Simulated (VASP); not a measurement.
Set up this calculation in VASP 6.6.1, as the native input.

- Task: single point
- Functional: LDA
- Potentials or basis: VASP PAW LDA potentials, release 64 (Hf_pv)
- Cutoff: 520 eV
- k mesh: 15 × 15 × 8
- Occupations: fermi-dirac, width 0.1 eV
- Spin: no spin polarisation
- Dipole correction: no
- Further INCAR settings: ALGO = Normal; EDIFF = 1e-06; NBANDS = 17

The structure of Hf lies in POSCAR:

```
Hf
1.0
    1.5586855436     -2.6997225545      0.0000000000
    1.5586855436      2.6997225545      0.0000000000
    0.0000000000      0.0000000000      4.9495808325
Hf
2
Direct
    0.6666666670      0.3333333330      0.2500000000
    0.3333333330      0.6666666670      0.7500000000
```

These files were run (other wordings do the same):

INCAR

```
SYSTEM = Hf
PREC = Accurate
ENCUT = 520
EDIFF = 1E-6
ISMEAR = -1
SIGMA = 0.1
LREAL = .False.
LASPH = .True.
NELM = 60
ALGO = Normal
ISIF = 2
LWAVE = .False.
LCHARG = .False.
GGA = CA
NBANDS = 17
```

KPOINTS

```
Automatic mesh
0
Gamma
  15 15 8
  0 0 0
```

Potentials or basis: VASP PAW LDA potentials, release 64 (Hf_pv).

Launch:

```console
$ cat potpaw_LDA.64/Hf_pv/POTCAR > POTCAR
$ mpirun -np 1 vasp_std > vasp.out
```

Results of the run:

- Pressure: 0.1 GPa
- Band gap on the k mesh: zero (bands 10 and 11 overlap by 1.55 eV)

Caveat: spin-orbit coupling is left out, which moves the levels of the heavy elements.

Wall time 36 s on 1 thread of Intel(R) Xeon(R) 6975P-C (Granite Rapids) (shared host), peak memory 0.2 GiB.
